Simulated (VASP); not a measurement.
# AgI (P6_3mc) in VASP: a series of runs

Runs on AgI. Level: LDA. Tasks: single point.

Program: VASP 6.6.1. These are calculated values, not measurements. Logs are shortened: lines on timing, memory, paths and dates and some standing lists are left out, and cuts for length are marked.

**1. The cell of the first run**

Symmetry: P6_3mc, No. 186, hexagonal system. The conventional cell has a = 4.485 Å, b = 4.485 Å, c = 7.341 Å, α = 90.00°, β = 90.00°, γ = 120.00°. Ag (site symmetry 3m) has 4 I at 2.75 Å within 3.6 Å. Within 3.6 Å of I (site symmetry 3m) lie 4 Ag at 2.75 Å.

**2. Single point, LDA**

The input, INCAR:

```
SYSTEM = AgI
  PREC = Accurate
  ENCUT = 500
  EDIFF = 1E-6
  ISMEAR = 0
  SIGMA = 0.01
  LREAL = .False.
  LASPH = .True.
  NELM = 120
  ALGO = Normal
  ISIF = 2
  LWAVE = .False.
  LCHARG = .False.
  GGA = CA
  NBANDS = 26
  GGA_COMPAT = .False.
```

The input, KPOINTS:

```
regular mesh
0
Gamma
  6 6 4
  0 0 0
```

The input, POSCAR:

```
AgI
1.0
    4.4849896914      0.0000000000      0.0000000000
   -2.2424948457      3.8841150085      0.0000000000
    0.0000000000      0.0000000000      7.3405745134
Ag I
2 2
Direct
    0.6666666667      0.3333333333      0.6277265145
    0.3333333333      0.6666666667      0.1277265145
    0.6666666667      0.3333333333      0.0022734855
    0.3333333333      0.6666666667      0.5022734855
```

Potentials or basis: VASP PAW LDA potentials, release 64 (Ag, I).

Command:

```console
$ cat potpaw_LDA.64/Ag/POTCAR potpaw_LDA.64/I/POTCAR > POTCAR
$ mpirun -np 1 vasp_std > vasp.out
```

OUTCAR:

```text
SYSTEM = AgI
   PREC = Accurate
   ENCUT = 500
   EDIFF = 1E-6
   ISMEAR = 0
   LREAL = .False.
   LASPH = .True.
   NELM = 120
   ISIF = 2
   GGA = CA

 ion  position               nearest neighbor table
   1  0.667  0.333  0.628-   4 2.75   4 2.75   4 2.75   3 2.75
   2  0.333  0.667  0.128-   3 2.75   3 2.75   3 2.75   4 2.75
   3  0.667  0.333  0.002-   2 2.75   2 2.75   2 2.75   1 2.75
   4  0.333  0.667  0.502-   1 2.75   1 2.75   1 2.75   2 2.75

  LATTYP: Found a hexagonal cell.
 ALAT       =     4.4849896914
 C/A-ratio  =     1.6366981907

  Lattice vectors:

 A1 = (   4.4849896914,   0.0000000000,   0.0000000000)
 A2 = (  -2.2424948457,   3.8841150085,   0.0000000000)
 A3 = (   0.0000000000,   0.0000000000,   7.3405745134)

Analysis of symmetry for initial positions (statically):
=====================================================================
 Subroutine PRICEL returns:
 Original cell was already a primitive cell.

 Routine SETGRP: Setting up the symmetry group for a
 hexagonal supercell.

 Subroutine GETGRP returns: Found 12 space group operations
 (whereof  6 operations were pure point group operations)
 out of a pool of 24 trial point group operations.

The static configuration has the point symmetry C_3v.
 The point group associated with its full space group is C_6v.

Analysis of symmetry for dynamics (positions and initial velocities):
=====================================================================
 Subroutine PRICEL returns:
 Original cell was already a primitive cell.

 Routine SETGRP: Setting up the symmetry group for a
 hexagonal supercell.

 Subroutine GETGRP returns: Found 12 space group operations
 (whereof  6 operations were pure point group operations)
 out of a pool of 24 trial point group operations.

The dynamic configuration has the point symmetry C_3v.
 The point group associated with its full space group is C_6v.

 Subroutine INISYM returns: Found 12 space group operations
 (whereof  6 operations are pure point group operations),
 and found     1 'primitive' translations

----------------------------------------------------------------------------------------

                                     Primitive cell

  volume of cell :     127.8744

  direct lattice vectors                    reciprocal lattice vectors
     4.484989691  0.000000000  0.000000000     0.222965953  0.128729453  0.000000000
    -2.242494846  3.884115008  0.000000000     0.000000000  0.257458906  0.000000000
     0.000000000  0.000000000  7.340574513     0.000000000  0.000000000  0.136229119

  length of vectors
     4.484989691  4.484989691  7.340574513     0.257458906  0.257458906  0.136229119

  position of ions in fractional coordinates (direct lattice)
     0.666666667  0.333333333  0.627726514
     0.333333333  0.666666667  0.127726514
     0.666666667  0.333333333  0.002273485
     0.333333333  0.666666667  0.502273485

  ion indices of the primitive-cell ions
   primitive index   ion index
                 1           1
                 2           2
                 3           3
                 4           4

----------------------------------------------------------------------------------------

 KPOINTS: regular mesh

Automatic generation of k-mesh.
 Grid dimensions read from file:
 generate k-points for:    6    6    4

 Generating k-lattice:

  Cartesian coordinates                     Fractional coordinates (reciprocal lattice)
     0.037160992  0.021454909  0.000000000     0.166666667  0.000000000  0.000000000
     0.000000000  0.042909818  0.000000000     0.000000000  0.166666667  0.000000000
     0.000000000  0.000000000  0.034057280     0.000000000  0.000000000  0.250000000

  Length of vectors
     0.042909818  0.042909818  0.034057280

  Shift w.r.t. Gamma in fractional coordinates (k-lattice)
     0.000000000  0.000000000  0.000000000

 Subroutine IBZKPT returns following result:
 ===========================================

 Found     21 irreducible k-points:

 Following reciprocal coordinates:
            Coordinates               Weight
  0.000000  0.000000  0.000000      1.000000
  0.166667  0.000000  0.000000      6.000000
  0.333333  0.000000  0.000000      6.000000
  0.500000  0.000000  0.000000      3.000000
  0.166667  0.166667  0.000000      6.000000
  0.333333  0.166667  0.000000     12.000000
[... 13 lines left out ...]
  0.333333  0.166667  0.500000     12.000000
  0.333333  0.333333  0.500000      2.000000
   k-points           NKPTS =     21   k-points in BZ     NKDIM =     21   number of bands    NBANDS=     26
   number of dos      NEDOS =    301   number of ions     NIONS =      4
   total plane-waves  NPLWV =  69984
   dimension x,y,z NGX =    36 NGY =   36 NGZ =   54
   dimension x,y,z NGXF=    72 NGYF=   72 NGZF=  108
   ions per type =               2   2
   NGX,Y,Z   is equivalent  to a cutoff of  13.34, 13.34, 12.23 a.u.
   NGXF,Y,Z  is equivalent  to a cutoff of  26.69, 26.69, 24.46 a.u.
 SYSTEM =  AgI
   PREC   = accura    normal or accurate (medium, high low for compatibility)
   ISTART =      0    job   : 0-new  1-cont  2-samecut
   ICHARG =      2    charge: 1-file 2-atom 10-const
   ISPIN  =      1    spin polarized calculation?
   LNONCOLLINEAR =      F non collinear calculations
   LSORBIT =      F    spin-orbit coupling
   LASPH  =      T    aspherical Exc in radial PAW
   ENCUT  =  500.0 eV  36.75 Ry    6.06 a.u.   8.18  8.18 13.38*2*pi/ulx,y,z
   NELM   =    120;   NELMIN=  2; NELMDL= -5     # of ELM steps
   EDIFF  = 0.1E-05   stopping-criterion for ELM
   LREAL  =      F    real-space projection
   EDIFFG = 0.1E-04   stopping-criterion for IOM
   NSW    =      0    number of steps for IOM
   IBRION =     -1    ionic relax: 0-MD 1-quasi-New 2-CG
   NFREE  =      0    steps in history (QN), initial steepest desc. (CG)
   ISIF   =      2    stress and relaxation
   ISYM   =      2    0-nonsym 1-usesym 2-fastsym
   POTIM  = 0.5000    time-step for ionic-motion
   TEBEG  =    0.0;   TEEND  =   0.0 temperature during run
   PSTRESS=    0.0 pullay stress
   NELECT =      36.0000    total number of electrons
   NUPDOWN=      -1.0000    fix difference up-down
   EMIN   =  10.00;   EMAX   =-10.00  energy-range for DOS
   EFERMI =   0.00;   METHOD = LEGACY
   ISMEAR =     0;   SIGMA  =   0.01  broadening in eV -4-tet -1-fermi 0-gaus
   EFERMI_NEDOS =   21; number of points for ismear=-14 and -15
   IALGO  =     38    algorithm
   IMIX   =      4    mixing-type and parameters
     AMIX     =   0.40;   BMIX     =  1.00
     AMIX_MAG =   1.60;   BMIX_MAG =  1.00
  volume/ion in A,a.u.               =      31.97       215.73
  Fermi-wavevector in a.u.,A,eV,Ry     =   1.072954  2.027589 15.663441  1.151230
  Thomas-Fermi vector in A             =   2.208739
   LORBIT       =      0    0 simple, 1 ext, 2 COOP (PROOUT), +10 PAW based schemes
   GGA     = CA    functional components
   LHFCALC =     F    Hartree Fock is set to
   AEXX    =    0.0000 exact exchange contribution
   IVDW    =     0    specifies the selected vdW correction
   LEPSILON=     F    determine dielectric tensor
   LRPA    =     F    only Hartree local field effects (RPA)
 non-spin polarized calculation
 Gauss-broadening in eV      SIGMA  =   0.01
  energy-cutoff  :      500.00
  volume of cell :      127.87
 maximum number of plane-waves:      3285
 NGX is ok and might be reduce to    36
   NGX = 17   NGY = 17   NGZ = 27

 number of electron      35.9999993 magnetization

 Free energy of the ion-electron system (eV)
  ---------------------------------------------------
  ext. energy  EPLUGINS =         0.00000000
  ---------------------------------------------------
  free energy    TOTEN  =       -12.24508547 eV

  energy without entropy =      -12.24508547  energy(sigma->0) =      -12.24508547

 E-fermi :   3.7849     XC(G=0):  -9.1578

 val. band max:        3.7198886089   @ k =   0.0000   0.0000   0.0000
 cond. band min:       4.8463268902   @ k =   0.0000   0.0000   0.0000
 fundamental gap:      1.1264382813
 Fermi energy:         3.7848521770

 k-point     1 :       0.0000    0.0000    0.0000
  band No.  band energies     occupation
      1      -9.5448      2.00000
      2      -9.1870      2.00000
      3      -0.9626      2.00000
      4      -0.9540      2.00000
      5      -0.9540      2.00000
      6      -0.9535      2.00000
[... 18 lines left out ...]
     25      10.2177      0.00000
     26      10.9900      0.00000

 k-point     2 :       0.1667    0.0000    0.0000
  band No.  band energies     occupation
      1      -9.4686      2.00000
      2      -9.1495      2.00000
      3      -1.0289      2.00000
      4      -0.9177      2.00000
      5      -0.9056      2.00000
      6      -0.8309      2.00000
[... 18 lines left out ...]
     25      10.5008      0.00000
     26      10.8032      0.00000

 k-point     3 :       0.3333    0.0000    0.0000
  band No.  band energies     occupation
      1      -9.2972      2.00000
      2      -9.0848      2.00000
      3      -1.1253      2.00000
      4      -0.9400      2.00000
      5      -0.8177      2.00000
      6      -0.6993      2.00000
[... 18 lines left out ...]
     25      10.9448      0.00000
     26      11.5194      0.00000

 k-point     4 :       0.5000    0.0000    0.0000
  band No.  band energies     occupation
      1      -9.1894      2.00000
      2      -9.0700      2.00000
      3      -1.1058      2.00000
      4      -1.0146      2.00000
      5      -0.7806      2.00000
      6      -0.5985      2.00000
[... 18 lines left out ...]
     25      11.1745      0.00000
     26      12.8110      0.00000

 k-point     5 :       0.1667    0.1667    0.0000
  band No.  band energies     occupation
      1      -9.3437      2.00000
      2      -9.0987      2.00000
      3      -1.0460      2.00000
      4      -0.9351      2.00000
      5      -0.8448      2.00000
      6      -0.7744      2.00000
[... 18 lines left out ...]
     25      11.1093      0.00000
     26      11.1330      0.00000

 k-point     6 :       0.3333    0.1667    0.0000
  band No.  band energies     occupation
      1      -9.1917      2.00000
      2      -9.0690      2.00000
      3      -1.0289      2.00000
      4      -0.8885      2.00000
      5      -0.7973      2.00000
      6      -0.6324      2.00000
[... 340 lines left out ...]
 k-point    18 :       0.5000    0.0000    0.5000
  band No.  band energies     occupation
      1      -9.1271      2.00000
      2      -9.1271      2.00000
      3      -1.2337      2.00000
      4      -1.2337      2.00000
      5      -0.6337      2.00000
      6      -0.6337      2.00000
[... 18 lines left out ...]
     25      11.0711      0.00000
     26      11.0711      0.00000

 k-point    19 :       0.1667    0.1667    0.5000
  band No.  band energies     occupation
      1      -9.2217      2.00000
      2      -9.2217      2.00000
      3      -1.1518      2.00000
      4      -1.1518      2.00000
      5      -0.8011      2.00000
      6      -0.8011      2.00000
[... 18 lines left out ...]
     25      10.6412      0.00000
     26      10.6412      0.00000

 k-point    20 :       0.3333    0.1667    0.5000
  band No.  band energies     occupation
      1      -9.1278      2.00000
      2      -9.1278      2.00000
      3      -1.1434      2.00000
      4      -1.1434      2.00000
      5      -0.7270      2.00000
      6      -0.7270      2.00000
[... 18 lines left out ...]
     25      11.1076      0.00000
     26      11.1076      0.00000

 k-point    21 :       0.3333    0.3333    0.5000
  band No.  band energies     occupation
      1      -9.0963      2.00000
      2      -9.0963      2.00000
      3      -1.0112      2.00000
      4      -1.0112      2.00000
      5      -0.8001      2.00000
      6      -0.8001      2.00000
[... 18 lines left out ...]
     25      11.7383      0.00000
     26      11.7383      0.00000

------------------------ aborting loop because EDIFF is reached ----------------------------------------

  FORCE on cell =-STRESS in cart. coord.  units (eV):
  Direction    XX          YY          ZZ          XY          YZ          ZX
  --------------------------------------------------------------------------------------
  -------------------------------------------------------------------------------------
  Total        0.0194349      0.0194349      0.0106572      0.0000000      0.0000000      0.0000000
  in kB        0.2435057      0.2435057      0.1335278      0.0000000      0.0000000      0.0000000
  external PRESSURE =       0.2068464 kB  Pullay stress =       0.0000000 kB

 VOLUME and BASIS-vectors are now :
 -----------------------------------------------------------------------------
  energy-cutoff  :      500.00
  volume of cell :      127.87
      direct lattice vectors                 reciprocal lattice vectors
     4.484989691  0.000000000  0.000000000     0.222965953  0.128729453  0.000000000
    -2.242494846  3.884115008  0.000000000     0.000000000  0.257458906  0.000000000
     0.000000000  0.000000000  7.340574513     0.000000000  0.000000000  0.136229119

 POSITION                                       TOTAL-FORCE (eV/Angst)
 -----------------------------------------------------------------------------------
      2.24249      1.29471      4.60787        -0.000000      0.000000      0.000931
     -0.00000      2.58941      0.93759         0.000000     -0.000000      0.000931
      2.24249      1.29471      0.01669         0.000000      0.000000     -0.000931
     -0.00000      2.58941      3.68698        -0.000000     -0.000000     -0.000931
 -----------------------------------------------------------------------------------
    total drift:                               -0.000000     -0.000000      0.000110

  FREE ENERGIE OF THE ION-ELECTRON SYSTEM (eV)
  ---------------------------------------------------
  free  energy   TOTEN  =       -12.2450854742 eV

  energy  without entropy=      -12.2450854742  energy(sigma->0) =      -12.24508547
```

Wall time 51 s (1 thread of Intel Xeon Platinum 8259CL at 2.50GHz (Skylake/Cascade Lake), shared host); peak memory 0.23 GiB.

Results:

| Property | Result |
| --- | --- |
| Free energy | -12.2451 eV |
| Pressure | 0.0 GPa |
| Band gap on the k mesh | 1.13 eV |

Caveat: spin-orbit coupling is left out, which moves the levels of the heavy elements.

[end of part 1 of 2]
